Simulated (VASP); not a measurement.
# S (R-3m) in VASP: notebook

The runs below take S through single point, with PBE+D3(BJ).

Everything below comes from runs of VASP 6.6.1. Logs are shortened: lines on timing, memory, paths and dates and some standing lists are left out, and cuts for length are marked.

### 1 The cell of the first run

It takes space group R-3m (No. 166, trigonal). Conventional cell: a = 3.277 Å, b = 3.277 Å, c = 2.584 Å, α = 90.00°, β = 90.00°, γ = 120.00°. S (site symmetry -3m) has 14 S at 2.08 to 2.58 Å within 2.8 Å.

### 2 Single point, PBE+D3(BJ)

File INCAR:

```
ALGO = Normal ; EDIFF = 1E-6
ENCUT = 520 ; GGA = PE
ISIF = 2 ; ISMEAR = -1
IVDW = 12 ; LASPH = True
LCHARG = False ; LREAL = False
LWAVE = False ; NBANDS = 9
NELM = 100 ; PREC = Accurate
SIGMA = 0.1
```

File KPOINTS:

```
k-points
0
Gamma
  15 15 15
```

File POSCAR:

```
S
1.0
    1.6385000000      0.9459880000      0.8613330000
   -1.6385000000      0.9459880000      0.8613330000
    0.0000000000     -1.8919770000      0.8613330000
S
1
Direct
    0.0000000000      0.0000000000      0.0000000000
```

Potentials or basis: VASP PAW PBE potentials, release 64 (S).

Started as:

```console
$ cat potpaw_PBE.64/S/POTCAR > POTCAR
$ mpirun -np 1 vasp_std > vasp.out
```

OUTCAR:

```text
EDIFF = 1E-6
   ENCUT = 520
   GGA = PE
   ISIF = 2
   ISMEAR = -1
   IVDW = 12
   LASPH = True
   LREAL = False
   NELM = 100
   PREC = Accurate
 IVDW          = 12

 ion  position               nearest neighbor table
   1  0.000  0.000  0.000-

  LATTYP: Found a trigonal (rhomboedric) cell.
 ALAT       =     2.0788149281
 COS(alpha) =    -0.2424852675

  Lattice vectors:

 A1 = (   1.6385000000,   0.9459880000,   0.8613330000)
 A2 = (  -1.6385000000,   0.9459880000,   0.8613330000)
 A3 = (   0.0000000000,  -1.8919770000,   0.8613330000)

Analysis of symmetry for initial positions (statically):
=====================================================================
 Subroutine PRICEL returns:
 Original cell was already a primitive cell.

 Routine SETGRP: Setting up the symmetry group for a
 trigonal (rhombohedral) supercell.

 Subroutine GETGRP returns: Found 12 space group operations
 (whereof 12 operations were pure point group operations)
 out of a pool of 12 trial point group operations.

The static configuration has the point symmetry D_3d.

Analysis of symmetry for dynamics (positions and initial velocities):
=====================================================================
 Subroutine PRICEL returns:
 Original cell was already a primitive cell.

 Routine SETGRP: Setting up the symmetry group for a
 trigonal (rhombohedral) supercell.

 Subroutine GETGRP returns: Found 12 space group operations
 (whereof 12 operations were pure point group operations)
 out of a pool of 12 trial point group operations.

The dynamic configuration has the point symmetry D_3d.

 Subroutine INISYM returns: Found 12 space group operations
 (whereof 12 operations are pure point group operations),
 and found     1 'primitive' translations

----------------------------------------------------------------------------------------

                                     Primitive cell

  volume of cell :       8.0104

  direct lattice vectors                    reciprocal lattice vectors
     1.638500000  0.945988000  0.861333000     0.305157156  0.176182582  0.386997122
    -1.638500000  0.945988000  0.861333000    -0.305157156  0.176182582  0.386997122
     0.000000000 -1.891977000  0.861333000     0.000000000 -0.352365163  0.386996917

  length of vectors
     2.078814586  2.078814586  2.078814928     0.523381280  0.523381280  0.523381144

  position of ions in fractional coordinates (direct lattice)
     0.000000000  0.000000000  0.000000000

  ion indices of the primitive-cell ions
   primitive index   ion index
                 1           1

----------------------------------------------------------------------------------------

 KPOINTS: k-points

Automatic generation of k-mesh.
 Grid dimensions read from file:
 generate k-points for:   15   15   15

 Generating k-lattice:

  Cartesian coordinates                     Fractional coordinates (reciprocal lattice)
     0.020343810  0.011745505  0.025799808     0.066666667  0.000000000  0.000000000
    -0.020343810  0.011745505  0.025799808     0.000000000  0.066666667  0.000000000
     0.000000000 -0.023491011  0.025799794     0.000000000  0.000000000  0.066666667

  Length of vectors
     0.034892085  0.034892085  0.034892076

  Shift w.r.t. Gamma in fractional coordinates (k-lattice)
     0.000000000  0.000000000  0.000000000

 Subroutine IBZKPT returns following result:
 ===========================================

 Found    344 irreducible k-points:

 Following reciprocal coordinates:
            Coordinates               Weight
  0.000000  0.000000  0.000000      1.000000
  0.066667 -0.000000  0.000000      6.000000
  0.133333  0.000000  0.000000      6.000000
  0.200000 -0.000000  0.000000      6.000000
  0.266667  0.000000  0.000000      6.000000
  0.333333  0.000000  0.000000      6.000000
[... 16 lines left out ...]
  0.133333  0.133333  0.000000      6.000000
  0.200000  0.133333  0.000000     12.000000
 [... further k-points ...]
   k-points           NKPTS =    344   k-points in BZ     NKDIM =    344   number of bands    NBANDS=      9
   number of dos      NEDOS =    301   number of ions     NIONS =      1
   total plane-waves  NPLWV =   4096
   dimension x,y,z NGX =    16 NGY =   16 NGZ =   16
   dimension x,y,z NGXF=    32 NGYF=   32 NGZF=   32
   ions per type =               1
   NGX,Y,Z   is equivalent  to a cutoff of  12.80, 12.80, 12.80 a.u.
   NGXF,Y,Z  is equivalent  to a cutoff of  25.59, 25.59, 25.59 a.u.
 SYSTEM =  unknown system
   PREC   = accura    normal or accurate (medium, high low for compatibility)
   ISTART =      0    job   : 0-new  1-cont  2-samecut
   ICHARG =      2    charge: 1-file 2-atom 10-const
   ISPIN  =      1    spin polarized calculation?
   LNONCOLLINEAR =      F non collinear calculations
   LSORBIT =      F    spin-orbit coupling
   LASPH  =      T    aspherical Exc in radial PAW
   ENCUT  =  520.0 eV  38.22 Ry    6.18 a.u.   3.87  3.87  3.87*2*pi/ulx,y,z
   NELM   =    100;   NELMIN=  2; NELMDL= -5     # of ELM steps
   EDIFF  = 0.1E-05   stopping-criterion for ELM
   LREAL  =      F    real-space projection
   EDIFFG = 0.1E-04   stopping-criterion for IOM
   NSW    =      0    number of steps for IOM
   IBRION =     -1    ionic relax: 0-MD 1-quasi-New 2-CG
   NFREE  =      0    steps in history (QN), initial steepest desc. (CG)
   ISIF   =      2    stress and relaxation
   ISYM   =      2    0-nonsym 1-usesym 2-fastsym
   POTIM  = 0.5000    time-step for ionic-motion
   TEBEG  =    0.0;   TEEND  =   0.0 temperature during run
   PSTRESS=    0.0 pullay stress
   NELECT =       6.0000    total number of electrons
   NUPDOWN=      -1.0000    fix difference up-down
   EMIN   =  10.00;   EMAX   =-10.00  energy-range for DOS
   EFERMI =   0.00;   METHOD = LEGACY
   ISMEAR =    -1;   SIGMA  =   0.10  broadening in eV -4-tet -1-fermi 0-gaus
   EFERMI_NEDOS =   21; number of points for ismear=-14 and -15
   IALGO  =     38    algorithm
   IMIX   =      4    mixing-type and parameters
     AMIX     =   0.40;   BMIX     =  1.00
     AMIX_MAG =   1.60;   BMIX_MAG =  1.00
  volume/ion in A,a.u.               =       8.01        54.06
  Fermi-wavevector in a.u.,A,eV,Ry     =   1.486758  2.809566 30.075004  2.210450
  Thomas-Fermi vector in A             =   2.600004
   LORBIT       =      0    0 simple, 1 ext, 2 COOP (PROOUT), +10 PAW based schemes
   GGA     = PE    functional components
   LHFCALC =     F    Hartree Fock is set to
   AEXX    =    0.0000 exact exchange contribution
   IVDW    =    12    specifies the selected vdW correction
   LEPSILON=     F    determine dielectric tensor
   LRPA    =     F    only Hartree local field effects (RPA)
 non-spin polarized calculation
  energy-cutoff  :      520.00
  volume of cell :        8.01
 maximum number of plane-waves:       224
   NGX =  7   NGY =  7   NGZ =  7

 number of electron       5.9999998 magnetization

 Free energy of the ion-electron system (eV)
  ---------------------------------------------------
  ext. energy  EPLUGINS =         0.00000000
  ---------------------------------------------------
  free energy    TOTEN  =        -0.20242703 eV

  energy without entropy =       -0.19280072  energy(sigma->0) =       -0.19761387

 E-fermi :  21.1484     XC(G=0): -14.5486

 val. band max:       21.1400279596   @ k =  -0.3333   0.3333   0.2667
 cond. band min:      21.1986540074   @ k =   0.4667   0.3333   0.1333
 fundamental gap:      0.0586260479
 Fermi energy:        21.1483913594

 k-point     1 :       0.0000    0.0000    0.0000
  band No.  band energies     occupation
      1      -5.9135      2.00000
      2      25.9616      0.00000
      3      29.0937      0.00000
      4      29.0937      0.00000
      5      29.3853      0.00000
      6      29.3854      0.00000
      7      37.3331      0.00000
      8      43.6219      0.00000
      9      43.6219      0.00000

 k-point     2 :       0.0667   -0.0000    0.0000
  band No.  band energies     occupation
      1      -5.7436      2.00000
      2      24.5808      0.00000
      3      26.8993      0.00000
      4      28.2356      0.00000
      5      30.3041      0.00000
      6      32.6350      0.00000
      7      37.4914      0.00000
      8      42.7175      0.00000
      9      42.9766      0.00000

 k-point     3 :       0.1333    0.0000    0.0000
  band No.  band energies     occupation
      1      -5.2349      2.00000
      2      21.1177      1.15247
      3      26.3138      0.00000
      4      27.4213      0.00000
      5      31.1786      0.00000
      6      35.7352      0.00000
      7      37.5069      0.00000
      8      41.3211      0.00000
      9      42.5344      0.00000

 k-point     4 :       0.2000   -0.0000    0.0000
  band No.  band energies     occupation
      1      -4.3905      2.00000
      2      17.4888      2.00000
      3      25.9150      0.00000
      4      26.8334      0.00000
      5      31.4915      0.00000
      6      36.4197      0.00000
      7      38.7847      0.00000
      8      40.6877      0.00000
      9      43.3854      0.00000

 k-point     5 :       0.2667    0.0000    0.0000
  band No.  band energies     occupation
      1      -3.2165      2.00000
      2      14.0013      2.00000
      3      25.5932      0.00000
      4      26.5022      0.00000
      5      31.0203      0.00000
      6      35.2080      0.00000
      7      41.2264      0.00000
      8      41.4525      0.00000
      9      44.9114      0.00000

 k-point     6 :       0.3333    0.0000    0.0000
  band No.  band energies     occupation
      1      -1.7243      2.00000
      2      10.7397      2.00000
      3      25.3712      0.00000
      4      26.4392      0.00000
      5      30.0590      0.00000
      6      34.0563      0.00000
      7      42.6393      0.00000
      8      44.1107      0.00000
      9      46.6067      0.00000
[... 169 lines left out ...]
 k-point    21 :      -0.1333    0.0667   -0.0000
  band No.  band energies     occupation
      1      -5.2795      2.00000
      2      22.1254      0.00011
      3      26.6247      0.00000
      4      28.8880      0.00000
      5      30.7121      0.00000
      6      34.7611      0.00000
      7      35.3561      0.00000
      8      39.6289      0.00000
      9      41.6573      0.00000

 k-point    22 :      -0.0667    0.0667    0.0000
  band No.  band energies     occupation
      1      -5.6811      2.00000
      2      24.6019      0.00000
      3      27.1786      0.00000
      4      28.3954      0.00000
      5      31.1077      0.00000
      6      31.9797      0.00000
      7      36.3652      0.00000
      8      40.9693      0.00000
      9      42.3392      0.00000

 k-point    23 :       0.1333    0.1333    0.0000
  band No.  band energies     occupation
      1      -4.1323      2.00000
      2      19.0381      2.00000
      3      19.9191      1.99999
      4      25.5487      0.00000
      5      34.6802      0.00000
      6      39.5263      0.00000
      7      40.6617      0.00000
      8      41.0060      0.00000
      9      45.6529      0.00000

 k-point    24 :       0.2000    0.1333    0.0000
  band No.  band energies     occupation
      1      -3.0815      2.00000
      2      15.8058      2.00000
      3      19.1199      2.00000
      4      25.1645      0.00000
      5      34.9502      0.00000
      6      39.3417      0.00000
      7      41.9150      0.00000
      8      42.8151      0.00000
      9      46.1605      0.00000

 [... further k-points ...]

------------------------ aborting loop because EDIFF is reached ----------------------------------------

 Edisp (eV)   -0.77172

 E8    (eV) :    -0.2773

  FORCE on cell =-STRESS in cart. coord.  units (eV):
  Direction    XX          YY          ZZ          XY          YZ          ZX
  --------------------------------------------------------------------------------------
  -------------------------------------------------------------------------------------
  Total       9.96366     9.96366     9.76066     0.00000    -0.00000     0.00000
  in kB    1992.85217  1992.85183  1952.24798     0.00000    -0.00076     0.00000
  external pressure =     1979.32 kB  Pullay stress =        0.00 kB

 VOLUME and BASIS-vectors are now :
 -----------------------------------------------------------------------------
  energy-cutoff  :      520.00
  volume of cell :        8.01
      direct lattice vectors                 reciprocal lattice vectors
     1.638500000  0.945988000  0.861333000     0.305157156  0.176182582  0.386997122
    -1.638500000  0.945988000  0.861333000    -0.305157156  0.176182582  0.386997122
     0.000000000 -1.891977000  0.861333000     0.000000000 -0.352365163  0.386996917

 POSITION                                       TOTAL-FORCE (eV/Angst)
 -----------------------------------------------------------------------------------
      0.00000      0.00000      0.00000         0.000000      0.000000      0.000000
 -----------------------------------------------------------------------------------
    total drift:                                0.000000     -0.000000     -0.000000

  FREE ENERGIE OF THE ION-ELECTRON SYSTEM (eV)
  ---------------------------------------------------
  free  energy   TOTEN  =        -0.9741477528 eV

  energy  without entropy=       -0.9645214439  energy(sigma->0) =       -0.96933460
```

Run time: 18 s. Hardware: 1 thread of AMD EPYC 7R13, shared host; peak memory 0.11 GiB.

Results:

```yaml
Free_energy: -0.9741 eV
Pressure: 197.9 GPa
Band_gap_on_the_k_mesh: zero (band 3 reaches 29.09 eV, above the bottom of band 4 at 13.87 eV)
Dispersion_energy_per_atom: -0.772 eV
```

Levels at points of the mesh, in eV from the Fermi level:
| k point | band 1 | band 2 | band 3 | band 4 | band 5 | band 6 | band 7 |
| --- | --- | --- | --- | --- | --- | --- | --- |
| (0.00, 0.00, 0.00) | -27.06 | 4.81 | 7.95 | 7.95 | 8.24 | 8.24 | 16.18 |

Caveat: three body term missing; pairwise dispersion overbinds metals, which lowers pressure and volume.

### 3 Single point, PBE+D3(BJ)

File INCAR:

```
SYSTEM = S
PREC = Accurate
ENCUT = 520
EDIFF = 1E-6
ISMEAR = -1
SIGMA = 0.1
LREAL = .FALSE.
LASPH = .TRUE.
NELM = 100
ALGO = Normal
ISIF = 2
LWAVE = .FALSE.
LCHARG = .TRUE.
GGA = PE
IVDW = 12
LELF = .TRUE.
LVHAR = .TRUE.
NBANDS = 9
```

File KPOINTS:

```
regular mesh
0
G
  15 15 15
  0 0 0
```

POSCAR is that of step 2.

Potentials or basis: VASP PAW PBE potentials, release 64 (S).

Started as:

```console
$ cat potpaw_PBE.64/S/POTCAR > POTCAR
$ mpirun -np 1 vasp_std > vasp.out
```

It took 18 s on 1 thread of AMD EPYC 7R13, shared host; peak memory 0.11 GiB.

Results (log left out):

| Quantity | Value |
| --- | --- |
| Free energy | -0.9741 eV |
| Pressure | 197.9 GPa |
| Band gap on the k mesh | zero (band 3 reaches 29.09 eV, above the bottom of band 4 at 13.87 eV) |
| Dispersion energy per atom | -0.772 eV |

Stress tensor (GPa, compression positive):
```
199.29   0.00   0.00
  0.00 199.29   0.00
  0.00   0.00 195.22
```

Levels at points of the mesh, in eV from the Fermi level:
```csv
k point,band 1,band 2,band 3,band 4,band 5,band 6,band 7,band 8
"(0.00, 0.00, 0.00)",-27.06,4.81,7.95,7.95,8.24,8.24,16.18,22.47
```

Caveat: three body term missing; pairwise dispersion overbinds metals, which lowers pressure and volume.
